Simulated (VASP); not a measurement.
Wanted: the native input for a VASP 6.6.1 run.

```yaml
Task: G0W0 quasiparticle levels
Functional: PBE
Potentials_or_basis: VASP PAW PBE potentials, release 64 (Ga_d_GW, N_GW)
Cutoff: 500 eV
k_mesh: 6 × 6 × 6
Occupations: gaussian, width 0.01 eV
Spin: no spin polarisation
Dipole_correction: no
GW_scheme: G0W0
GW_iterations: 1
Cutoff_of_the_response_function: 120
Frequency_points: 96
Empty_bands: 67
Further_INCAR_settings: ALGO = EVGW0; EDIFF = 1e-08; NBANDS = 76
```

Crystal: GaN.

```
Ga N
1.0
     0.00000    2.24895    2.24895
     2.24895    0.00000    2.24895
     2.24895    2.24895    0.00000
Ga N
1 1
Direct
  0.00000 0.00000 0.00000
  0.75000 0.75000 0.75000
```

These files were run (other wordings do the same):

POSCAR

```
GaN
1.0
    0.0000000000      2.2489526313      2.2489526313
    2.2489526313      0.0000000000      2.2489526313
    2.2489526313      2.2489526313      0.0000000000
Ga N
1 1
Direct
    0.0000000000      0.0000000000      0.0000000000
    0.7500000000      0.7500000000      0.7500000000
```

INCAR.step1

```
ALGO = Normal
EDIFF = 1E-8
ENCUT = 500
GGA = PE
ISMEAR = 0
LASPH = True
LCHARG = False
LREAL = False
LWAVE = True
NELM = 60
PREC = Accurate
SIGMA = 0.01
```

INCAR.step2

```
ALGO = Exact
EDIFF = 1E-8
ENCUT = 500
GGA = PE
ISMEAR = 0
ISTART = 1
LASPH = True
LCHARG = False
LOPTICS = True
LREAL = False
LWAVE = True
NBANDS = 76
NELM = 1
PREC = Accurate
SIGMA = 0.01
```

INCAR.step3

```
ALGO = EVGW0
EDIFF = 1E-8
ENCUT = 500
ENCUTGW = 120.0
GGA = PE
ISMEAR = 0
ISTART = 1
LASPH = True
LCHARG = False
LREAL = False
LWAVE = False
NBANDS = 76
NBANDSGW = 17
NELMGW = 1
NOMEGA = 96
OMEGAMAX = 30
PREC = Accurate
PRECFOCK = Fast
SIGMA = 0.01
```

KPOINTS

```
k-points
0
Gamma
  6 6 6
```

Potentials or basis: VASP PAW PBE potentials, release 64 (Ga_d_GW, N_GW).

The run is started by

```bash
$ cat potpaw_PBE.64/Ga_d_GW/POTCAR potpaw_PBE.64/N_GW/POTCAR > POTCAR
$ cp INCAR.step1 INCAR
$ mpirun -np 1 vasp_std > vasp.out
$ cp INCAR.step2 INCAR
$ mpirun -np 1 vasp_std > vasp.out
$ cp INCAR.step3 INCAR
$ mpirun -np 1 vasp_std > vasp.out
```

It gave:

```
Quasiparticle gap                                   : 2.89 eV
Least direct quasiparticle gap                      : 2.89 eV
Band gap of the starting levels on the mesh         : 1.77 eV
Least direct gap of the starting levels on the mesh : 1.77 eV
```

Caveat: the k points lie up to 0.40 Å⁻¹ apart; bands, screening cutoff and mesh are small and nothing is extrapolated, so the quasiparticle values aren't converged.

It took 2.4 min on 1 thread of Intel(R) Xeon(R) 6975P-C (Granite Rapids) (shared host), peak memory 0.38 GiB.
